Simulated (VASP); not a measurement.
Input of a VASP 6.6.1 run:

Contents of POSCAR:

```
BN
1.0
    2.5080409200      0.0000000000      0.0000000000
   -1.2467107600      2.1762310400      0.0000000000
   -0.6306650800     -1.0881155200      3.0225400000
B N
1 1
Direct
    0.9796430000      0.9834990000      0.0018060000
    0.6685060000      0.3323850000      0.9849990000
```

File INCAR.step1:

```
SYSTEM = BN
PREC = Accurate
ENCUT = 520
ISMEAR = 1
SIGMA = 0.05
LREAL = .FALSE.
LASPH = .TRUE.
NELM = 60
NBANDS = 11
GGA = PE
ALGO = Normal
EDIFF = 1E-4
LWAVE = .TRUE.
LCHARG = .FALSE.
```

File INCAR.step2:

```
SYSTEM = BN
PREC = Accurate
ENCUT = 520
EDIFF = 1E-6
ISMEAR = 1
SIGMA = 0.05
LREAL = .FALSE.
LASPH = .TRUE.
NELM = 60
ALGO = Normal
ISIF = 2
LWAVE = .FALSE.
LCHARG = .TRUE.
METAGGA = R2SCAN
LMIXTAU = .TRUE.
LELF = .TRUE.
LVHAR = .TRUE.
NBANDS = 11
ISTART = 1
```

The input KPOINTS:

```
Automatic mesh
0
G
  7 7 7
  0 0 0
```

Potentials or basis: VASP PAW PBE potentials, release 64 (B, N).

The run is started by

```sh
$ cat potpaw_PBE.64/B/POTCAR potpaw_PBE.64/N/POTCAR > POTCAR
$ cp INCAR.step1 INCAR
$ mpirun -np 1 vasp_std > vasp.out
$ cp INCAR.step2 INCAR
$ mpirun -np 1 vasp_std > vasp.out
```

Problem. Predict the band gap on the k mesh.

Solution. 3.65 eV, indirect (least direct gap 5.48 eV).

Problem. Predict the pressure.

Solution. 1.2 GPa.

Forces in eV/Å, atoms in the order of the input:
```
B    1.652  2.080 -0.629
N   -1.652 -2.080  0.629
```

Caveat: the k points lie up to 0.44 Å⁻¹ apart; the PAW data sets were made with another functional, which shifts forces and pressure a little. r2SCAN opens gaps a little over a GGA but as a rule still falls short of measured ones.
